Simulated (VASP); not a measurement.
The system is Ca.

```
Ca
1.0
     0.00000    2.76240    2.76240
     2.76240    0.00000    2.76240
     2.76240    2.76240    0.00000
Ca
1
Direct
  0.00000 0.00000 0.00000
```

```yaml
Program: VASP 6.6.1
Task: relaxation of cell and atoms
Functional: PBE
Dispersion: D3(BJ)
Potentials_or_basis: VASP PAW PBE potentials, release 64 (Ca_sv)
Cutoff: 600 eV
k_mesh: 14 × 14 × 14
Occupations: gaussian, width 0.1 eV
Spin: no spin polarisation
```

At the start: pressure -0.8 GPa; volume 42.16 Å³/atom.

Task: How do energy, volume and symmetry change on relaxing?

Result: Over 3 steps the energy falls by 5.0 meV/atom and the volume is 40.17 Å³/atom (-4.7 %); space group Fm-3m (No. 225, to 0.05 Å).

The path:
```tsv
step	energy change (eV)	largest force (eV/Å)	pressure (GPa)	volume (Å³)
1	0.0000	0.0000	-0.82	42.16
2	-0.0045	0.0000	-0.28	40.86
3	-0.0050	0.0000	0.02	40.17
```

Final structure:
```cif
data_structure
_symmetry_space_group_name_H-M 'P 1'
_symmetry_Int_Tables_number 1
_cell_length_a 3.8442
_cell_length_b 3.8442
_cell_length_c 3.8442
_cell_angle_alpha 60.000
_cell_angle_beta 60.000
_cell_angle_gamma 60.000
_cell_volume 40.17
loop_
_atom_site_label
_atom_site_type_symbol
_atom_site_fract_x
_atom_site_fract_y
_atom_site_fract_z
_atom_site_occupancy
Ca1 Ca 0.00000 0.00000 0.00000 1
```

Caveat: pairwise dispersion overbinds metals, which lowers pressure and volume.
